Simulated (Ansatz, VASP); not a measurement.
Mg2Si3N in VASP and in Ansatz

```
CELL_PARAMETERS angstrom
4.74887 0.00000 0.00000
-2.37443 4.11264 0.00000
0.00000 0.00000 5.31791
ATOMIC_POSITIONS crystal
Mg 0.33333 0.66667 0.00000
Mg 0.66667 0.33333 0.00000
Si 0.50000 0.00000 0.50000
Si 0.50000 0.50000 0.50000
Si 0.00000 0.50000 0.50000
N 0.00000 0.00000 0.00000
```

Change from the starting cell: species swapped into the YbCo3B2 type (P6/mmm, No. 191).

Alike in both runs: functional PBE; k mesh 6 × 6 × 6; occupations gaussian, width 0.1 eV; collinear spin.

Ansatz relaxed the structure, and its values are those at the end. VASP's run is a single point on that final structure, the one shown.

|  | VASP | Ansatz |
| --- | --- | --- |
| version | VASP 6.6.1 | Ansatz 0.2.0 |
| potentials or method | VASP PAW PBE potentials, release 64 (Mg, Si, N), cutoff 520 eV | scalar-relativistic, plane waves, PAW |
| valence electrons in the cell | 21 | 37 |

Ansatz gave:

```
gap on the k mesh at the Fermi level (eV)                     : none
pressure (GPa)                                                : 0.0
net moment per atom (μB)                                      : 0.12
size of the moment on the site where the two differ most (μB) : 0.75
```

Task: Which values does VASP return?

Result: gap on the k mesh at the Fermi level (eV): none; pressure (GPa): -0.1; net moment per atom (μB): 0.12; size of the moment on the site where the two differ most (μB): 0.55.

Site moments also hang on the region over which each program counts them. A gap of «none» marks a metal or a gap that the smearing closes. VASP's potentials hold 21 valence electrons a cell and Ansatz's 37, so a difference there can come from the potentials and not from the codes. Ansatz's warnings: cell relax basis refresh.
